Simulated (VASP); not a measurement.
# Si (Fd-3m) in VASP: settings compared

Aim: see how the results for Si move with the level of theory and the settings. Levels: LDA, r2SCAN50. Tasks: single point.

Program: VASP 6.6.1. These are calculated values, not measurements. Logs are shortened: lines on timing, memory, paths and dates and some standing lists are left out, and cuts for length are marked.

### 1 The cell of the first run

It takes space group Fd-3m (No. 227, cubic). The conventional cell has a = 5.515 Å, b = 5.515 Å, c = 5.515 Å, α = 90.00°, β = 90.00°, γ = 90.00°. Si (site symmetry -43m) has 4 Si at 2.39 Å within 3.2 Å.

### 2 Single point, LDA (volume scaled by 1.04)

INCAR reads:

```
SYSTEM = Si
PREC = Accurate ; ENCUT = 520
EDIFF = 1E-6 ; ISMEAR = -1
SIGMA = 0.15 ; LREAL = .FALSE.
LASPH = .TRUE. ; NELM = 60
ALGO = Normal ; ISIF = 2
LWAVE = .FALSE. ; LCHARG = .FALSE.
GGA = CA ; NBANDS = 11
```

KPOINTS reads:

```
Automatic mesh
0
G
  8 8 8
  0 0 0
```

POSCAR reads:

```
Si
1.0
    0.0000000000      2.7576691254      2.7576691254
    2.7576691254      0.0000000000      2.7576691254
    2.7576691254      2.7576691254      0.0000000000
Si
2
Direct
    0.5000000000      0.5000000000      0.5000000000
    0.7500000000      0.7500000000      0.7500000000
```

Potentials or basis: VASP PAW LDA potentials, release 64 (Si).

Started as:

```console
$ cat potpaw_LDA.64/Si/POTCAR > POTCAR
$ mpirun -np 1 vasp_std > vasp.out
```

OUTCAR:

```text
SYSTEM = Si
   PREC = Accurate
   ENCUT = 520
   EDIFF = 1E-6
   ISMEAR = -1
   LREAL = .FALSE.
   LASPH = .TRUE.
   NELM = 60
   ISIF = 2
   GGA = CA

 ion  position               nearest neighbor table
   1  0.500  0.500  0.500-   2 2.39   2 2.39   2 2.39   2 2.39
   2  0.750  0.750  0.750-   1 2.39   1 2.39   1 2.39   1 2.39

  LATTYP: Found a face centered cubic cell.
 ALAT       =     5.5153382508

  Lattice vectors:

 A1 = (   0.0000000000,   2.7576691254,   2.7576691254)
 A2 = (   2.7576691254,   0.0000000000,   2.7576691254)
 A3 = (   2.7576691254,   2.7576691254,   0.0000000000)

Analysis of symmetry for initial positions (statically):
=====================================================================
 Subroutine PRICEL returns:
 Original cell was already a primitive cell.

 Routine SETGRP: Setting up the symmetry group for a
 face centered cubic supercell.

 Subroutine GETGRP returns: Found 48 space group operations
 (whereof 24 operations were pure point group operations)
 out of a pool of 48 trial point group operations.

The static configuration has the point symmetry T_d .
 The point group associated with its full space group is O_h .

Analysis of symmetry for dynamics (positions and initial velocities):
=====================================================================
 Subroutine PRICEL returns:
 Original cell was already a primitive cell.

 Routine SETGRP: Setting up the symmetry group for a
 face centered cubic supercell.

 Subroutine GETGRP returns: Found 48 space group operations
 (whereof 24 operations were pure point group operations)
 out of a pool of 48 trial point group operations.

The dynamic configuration has the point symmetry T_d .
 The point group associated with its full space group is O_h .

 Subroutine INISYM returns: Found 48 space group operations
 (whereof 24 operations are pure point group operations),
 and found     1 'primitive' translations

----------------------------------------------------------------------------------------

                                     Primitive cell

  volume of cell :      41.9427

  direct lattice vectors                    reciprocal lattice vectors
     0.000000000  2.757669125  2.757669125    -0.181312542  0.181312542  0.181312542
     2.757669125  0.000000000  2.757669125     0.181312542 -0.181312542  0.181312542
     2.757669125  2.757669125  0.000000000     0.181312542  0.181312542 -0.181312542

  length of vectors
     3.899933078  3.899933078  3.899933078     0.314042535  0.314042535  0.314042535

  position of ions in fractional coordinates (direct lattice)
     0.500000000  0.500000000  0.500000000
     0.750000000  0.750000000  0.750000000

  ion indices of the primitive-cell ions
   primitive index   ion index
                 1           1
                 2           2

----------------------------------------------------------------------------------------

 KPOINTS: Automatic mesh

Automatic generation of k-mesh.
 Grid dimensions read from file:
 generate k-points for:    8    8    8

 Generating k-lattice:

  Cartesian coordinates                     Fractional coordinates (reciprocal lattice)
    -0.022664068  0.022664068  0.022664068     0.125000000  0.000000000  0.000000000
     0.022664068 -0.022664068  0.022664068     0.000000000  0.125000000  0.000000000
     0.022664068  0.022664068 -0.022664068     0.000000000  0.000000000  0.125000000

  Length of vectors
     0.039255317  0.039255317  0.039255317

  Shift w.r.t. Gamma in fractional coordinates (k-lattice)
     0.000000000  0.000000000  0.000000000

 Subroutine IBZKPT returns following result:
 ===========================================

 Found     29 irreducible k-points:

 Following reciprocal coordinates:
            Coordinates               Weight
  0.000000  0.000000  0.000000      1.000000
  0.125000  0.000000  0.000000      8.000000
  0.250000  0.000000  0.000000      8.000000
  0.375000  0.000000  0.000000      8.000000
  0.500000  0.000000  0.000000      4.000000
  0.125000  0.125000  0.000000      6.000000
[... 16 lines left out ...]
  0.500000  0.250000  0.125000     48.000000
 -0.375000  0.250000  0.125000     24.000000
 [... further k-points ...]
   k-points           NKPTS =     29   k-points in BZ     NKDIM =     29   number of bands    NBANDS=     11
   number of dos      NEDOS =    301   number of ions     NIONS =      2
   total plane-waves  NPLWV =  27000
   dimension x,y,z NGX =    30 NGY =   30 NGZ =   30
   dimension x,y,z NGXF=    60 NGYF=   60 NGZF=   60
   ions per type =               2
   NGX,Y,Z   is equivalent  to a cutoff of  12.79, 12.79, 12.79 a.u.
   NGXF,Y,Z  is equivalent  to a cutoff of  25.58, 25.58, 25.58 a.u.
 SYSTEM =  Si
   PREC   = accura    normal or accurate (medium, high low for compatibility)
   ISTART =      0    job   : 0-new  1-cont  2-samecut
   ICHARG =      2    charge: 1-file 2-atom 10-const
   ISPIN  =      1    spin polarized calculation?
   LNONCOLLINEAR =      F non collinear calculations
   LSORBIT =      F    spin-orbit coupling
   LASPH  =      T    aspherical Exc in radial PAW
   ENCUT  =  520.0 eV  38.22 Ry    6.18 a.u.   7.25  7.25  7.25*2*pi/ulx,y,z
   NELM   =     60;   NELMIN=  2; NELMDL= -5     # of ELM steps
   EDIFF  = 0.1E-05   stopping-criterion for ELM
   LREAL  =      F    real-space projection
   EDIFFG = 0.1E-04   stopping-criterion for IOM
   NSW    =      0    number of steps for IOM
   IBRION =     -1    ionic relax: 0-MD 1-quasi-New 2-CG
   NFREE  =      0    steps in history (QN), initial steepest desc. (CG)
   ISIF   =      2    stress and relaxation
   ISYM   =      2    0-nonsym 1-usesym 2-fastsym
   POTIM  = 0.5000    time-step for ionic-motion
   TEBEG  =    0.0;   TEEND  =   0.0 temperature during run
   PSTRESS=    0.0 pullay stress
   NELECT =       8.0000    total number of electrons
   NUPDOWN=      -1.0000    fix difference up-down
   EMIN   =  10.00;   EMAX   =-10.00  energy-range for DOS
   EFERMI =   0.00;   METHOD = LEGACY
   ISMEAR =    -1;   SIGMA  =   0.15  broadening in eV -4-tet -1-fermi 0-gaus
   EFERMI_NEDOS =   21; number of points for ismear=-14 and -15
   IALGO  =     38    algorithm
   IMIX   =      4    mixing-type and parameters
     AMIX     =   0.40;   BMIX     =  1.00
     AMIX_MAG =   1.60;   BMIX_MAG =  1.00
  volume/ion in A,a.u.               =      20.97       141.52
  Fermi-wavevector in a.u.,A,eV,Ry     =   0.942365  1.780812 12.082689  0.888053
  Thomas-Fermi vector in A             =   2.069968
   LORBIT       =      0    0 simple, 1 ext, 2 COOP (PROOUT), +10 PAW based schemes
   GGA     = CA    functional components
   LHFCALC =     F    Hartree Fock is set to
   AEXX    =    0.0000 exact exchange contribution
   IVDW    =     0    specifies the selected vdW correction
   LEPSILON=     F    determine dielectric tensor
   LRPA    =     F    only Hartree local field effects (RPA)
 non-spin polarized calculation
  energy-cutoff  :      520.00
  volume of cell :       41.94
 maximum number of plane-waves:      1158
 NGX is ok and might be reduce to    30
   NGX = 15   NGY = 15   NGZ = 15

 number of electron       8.0000001 magnetization

 Free energy of the ion-electron system (eV)
  ---------------------------------------------------
  ext. energy  EPLUGINS =         0.00000000
  ---------------------------------------------------
  free energy    TOTEN  =       -11.87410964 eV

  energy without entropy =      -11.86742653  energy(sigma->0) =      -11.87076808

 E-fermi :   5.5532     XC(G=0):  -9.4328

 val. band max:        5.3053664943   @ k =   0.0000   0.0000   0.0000
 cond. band min:       5.8891592877   @ k =   0.3750   0.3750   0.0000
 fundamental gap:      0.5837927934
 Fermi energy:         5.5532273278

 k-point     1 :       0.0000    0.0000    0.0000
  band No.  band energies     occupation
      1      -6.3416      2.00000
      2       5.3054      1.67843
      3       5.3054      1.67843
      4       5.3054      1.67843
      5       7.8084      0.00000
      6       7.8084      0.00000
      7       7.8084      0.00000
      8       7.9925      0.00000
      9      12.7899      0.00000
     10      13.0068      0.00000
     11      13.0068      0.00000

 k-point     2 :       0.1250    0.0000    0.0000
  band No.  band energies     occupation
      1      -6.1454      2.00000
      2       3.7019      1.99999
      3       5.0291      1.94106
      4       5.0291      1.94106
      5       7.5756      0.00000
      6       8.2136      0.00000
      7       8.2136      0.00000
      8       9.5036      0.00000
      9      12.5194      0.00000
     10      12.5194      0.00000
     11      13.5729      0.00000

 k-point     3 :       0.2500    0.0000    0.0000
  band No.  band energies     occupation
      1      -5.5739      2.00000
      2       1.4416      2.00000
      3       4.5758      1.99705
      4       4.5758      1.99705
      5       7.0680      0.00008
      6       8.7276      0.00000
      7       8.7276      0.00000
      8      11.6979      0.00000
      9      12.4462      0.00000
     10      12.4462      0.00000
     11      13.9222      0.00000
[... 267 lines left out ...]
 k-point    23 :       0.5000    0.2500    0.1250
  band No.  band energies     occupation
      1      -4.2165      2.00000
      2      -0.4372      2.00000
      3       2.0969      2.00000
      4       3.4551      2.00000
      5       8.0633      0.00000
      6       8.7227      0.00000
      7      10.1382      0.00000
      8      11.0470      0.00000
      9      14.0439      0.00000
     10      14.6712      0.00000
     11      16.9331      0.00000

 k-point    24 :      -0.3750    0.2500    0.1250
  band No.  band energies     occupation
      1      -3.6000      2.00000
      2      -1.3306      2.00000
      3       1.9624      2.00000
      4       3.2387      2.00000
      5       8.1857      0.00000
      6       8.3815      0.00000
      7      11.0022      0.00000
      8      12.2209      0.00000
      9      12.3984      0.00000
     10      15.6201      0.00000
     11      16.5622      0.00000

 [... further k-points ...]

------------------------ aborting loop because EDIFF is reached ----------------------------------------

  FORCE on cell =-STRESS in cart. coord.  units (eV):
  Direction    XX          YY          ZZ          XY          YZ          ZX
  --------------------------------------------------------------------------------------
  -------------------------------------------------------------------------------------
  Total       -1.3771162     -1.3771162     -1.3771162      0.0000000     -0.0000000     -0.0000000
  in kB      -52.6047192    -52.6047192    -52.6047192      0.0000000     -0.0000000     -0.0000000
  external PRESSURE =     -52.6047192 kB  Pullay stress =       0.0000000 kB

 VOLUME and BASIS-vectors are now :
 -----------------------------------------------------------------------------
  energy-cutoff  :      520.00
  volume of cell :       41.94
      direct lattice vectors                 reciprocal lattice vectors
     0.000000000  2.757669125  2.757669125    -0.181312542  0.181312542  0.181312542
     2.757669125  0.000000000  2.757669125     0.181312542 -0.181312542  0.181312542
     2.757669125  2.757669125  0.000000000     0.181312542  0.181312542 -0.181312542

 POSITION                                       TOTAL-FORCE (eV/Angst)
 -----------------------------------------------------------------------------------
      2.75767      2.75767      2.75767        -0.000000     -0.000000     -0.000000
      4.13650      4.13650      4.13650         0.000000      0.000000      0.000000
 -----------------------------------------------------------------------------------
    total drift:                                0.000000     -0.000000     -0.000000

  FREE ENERGIE OF THE ION-ELECTRON SYSTEM (eV)
  ---------------------------------------------------
  free  energy   TOTEN  =       -11.8741096374 eV

  energy  without entropy=      -11.8674265259  energy(sigma->0) =      -11.87076808
```

Run time: 13 s. Hardware: 1 thread of Intel Xeon 6975P-C, shared host; peak memory 0.14 GiB.

What came out:

```yaml
Free_energy: -11.8741 eV
Pressure: -5.3 GPa
Band_gap_on_the_k_mesh: 0.58 eV, indirect (least direct gap 2.42 eV)
```

Levels at points of the mesh, in eV from the valence-band top:
```
           k point  band 2  band 3  band 4  band 5  band 6  band 7
(0.00, 0.00, 0.00)    0.00    0.00    0.00    2.50    2.50    2.50
(0.50, 0.00, 0.00)   -6.78   -1.15   -1.15    1.26    3.31    3.31
(0.50, 0.50, 0.00)   -7.67   -2.73   -2.73    0.69    0.69    9.59
```

Caveat: the cell differs from its parent crystal (volume scaled by 1.04). A k mesh can miss the band edges.

### 3 Single point, LDA (volume scaled by 1.06)

INCAR reads:

```
SYSTEM = Si
PREC = Accurate
ENCUT = 520
EDIFF = 1E-7
ISMEAR = -1
SIGMA = 0.15
LREAL = .FALSE.
LASPH = .TRUE.
NELM = 100
ALGO = Normal
ISIF = 2
LWAVE = .FALSE.
LCHARG = .FALSE.
NBANDS = 11
```

KPOINTS is that of step 2.

POSCAR reads:

```
Si
1.0
    0.0000000000      2.7752343705      2.7752343705
    2.7752343705      0.0000000000      2.7752343705
    2.7752343705      2.7752343705      0.0000000000
Si
2
Direct
    0.5000000000      0.5000000000      0.5000000000
    0.7500000000      0.7500000000      0.7500000000
```

Potentials or basis: VASP PAW LDA potentials, release 64 (Si).

Started as:

```console
$ cat potpaw_LDA.64/Si/POTCAR > POTCAR
$ mpirun -np 1 vasp_std > vasp.out
```

Wall time 14 s (1 thread of Intel Xeon 6975P-C, shared host); peak memory 0.14 GiB.

Results (log left out):

```yaml
Free_energy: -11.8443 eV
Pressure: -6.6 GPa
Band_gap_on_the_k_mesh: 0.61 eV, indirect (least direct gap 2.33 eV)
```

Levels at points of the mesh, in eV from the valence-band top:
| k point | band 2 | band 3 | band 4 | band 5 | band 6 | band 7 |
| --- | --- | --- | --- | --- | --- | --- |
| (0.00, 0.00, 0.00) | 0.00 | 0.00 | 0.00 | 2.48 | 2.49 | 2.49 |
| (0.50, 0.00, 0.00) | -6.70 | -1.14 | -1.14 | 1.20 | 3.31 | 3.31 |
| (0.50, 0.50, 0.00) | -7.61 | -2.69 | -2.69 | 0.72 | 0.72 | 9.43 |

Caveat: the cell differs from its parent crystal (volume scaled by 1.06).

### 4 Single point, r2SCAN50

This run uses another cell than the first one, of 18.95 Å³/atom, 0.904 times its volume.

POSCAR reads:

```
Si
1.0
    0.0000000000      2.6662876123      2.6662876123
    2.6662876123      0.0000000000      2.6662876123
    2.6662876123      2.6662876123      0.0000000000
Si
2
Direct
    0.5000000000      0.5000000000      0.5000000000
    0.7500000000      0.7500000000      0.7500000000
```

INCAR.step1 reads:

```
  PREC = Accurate
  ENCUT = 520
  EDIFF = 1E-5
  ISMEAR = -1
  SIGMA = 0.05
  LREAL = False
  LASPH = True
  NELM = 80
  ALGO = Normal
  ISIF = 2
  LWAVE = True
  LCHARG = False
  NBANDS = 11
  GGA = PE
```

INCAR.step2 reads:

```
  PREC = Accurate
  ENCUT = 520
  EDIFF = 1E-6
  ISMEAR = -1
  SIGMA = 0.05
  LREAL = False
  LASPH = True
  NELM = 80
  ALGO = Normal
  ISIF = 2
  LWAVE = False
  LCHARG = False
  METAGGA = R2SCAN
  LHFCALC = True
  AEXX = 0.5
  LMIXTAU = True
  PRECFOCK = Normal
  NBANDS = 11
  ISTART = 1
```

KPOINTS reads:

```
regular mesh
0
Gamma
  4 4 4
```

Potentials or basis: VASP PAW PBE potentials, release 64 (Si).

Started as:

```console
$ cat potpaw_PBE.64/Si/POTCAR > POTCAR
$ cp INCAR.step1 INCAR
$ mpirun -np 1 vasp_std > vasp.out
$ cp INCAR.step2 INCAR
$ mpirun -np 1 vasp_std > vasp.out
```

It took 3.8 min on 1 thread of Intel Xeon Platinum 8488C (Sapphire Rapids), shared host; peak memory 0.16 GiB.

It converged, with:

```yaml
Free_energy: -19.5462 eV
Pressure: 4.9 GPa
Band_gap_on_the_k_mesh: 3.35 eV, indirect (least direct gap 5.69 eV)
```

Levels at points of the mesh, in eV from the valence-band top:
| k point | band 1 | band 2 | band 3 | band 4 | band 5 | band 6 | band 7 | band 8 |
| --- | --- | --- | --- | --- | --- | --- | --- | --- |
| (0.00, 0.00, 0.00) | -15.24 | 0.00 | 0.00 | 0.00 | 5.69 | 5.69 | 5.69 | 7.66 |
| (0.50, 0.00, 0.00) | -12.19 | -8.90 | -1.52 | -1.52 | 4.81 | 6.51 | 6.51 | 11.27 |
| (0.50, 0.50, 0.00) | -9.86 | -9.86 | -3.67 | -3.67 | 3.35 | 3.35 | 15.09 | 15.09 |

Caveat: the k points lie up to 0.51 Å⁻¹ apart; the PAW data sets were made with another functional, which shifts forces and pressure a little. A k mesh can miss the band edges.

### 5 The runs side by side

| level | potentials or basis | cell | k mesh | smearing | grid for exact exchange (PRECFOCK) | gap on the mesh (eV) | pressure (GPa) |
| --- | --- | --- | --- | --- | --- | --- | --- |
| LDA | VASP PAW LDA potentials, release 64 (Si) | a = 3.900 Å, angles 60.0°, 2 atoms | 8 × 8 × 8 | fermi-dirac 0.15 eV | - | 0.58 | -5.3 |
| LDA | VASP PAW LDA potentials, release 64 (Si) | a = 3.925 Å, angles 60.0°, 2 atoms | 8 × 8 × 8 | fermi-dirac 0.15 eV | - | 0.61 | -6.6 |
| r2SCAN50 | VASP PAW PBE potentials, release 64 (Si) | a = 3.771 Å, angles 60.0°, 2 atoms | 4 × 4 × 4 | fermi-dirac 0.05 eV | Normal | 3.35 | 4.9 |

Alike in all rows: task single point; no spin polarisation; cutoff (eV) 520.

Caveats: some runs use coarse meshes; the PAW data sets were made with another functional, which shifts forces and pressure a little (some runs).

Total energies depend on the potentials used, so only differences within one code and one set of settings carry meaning.
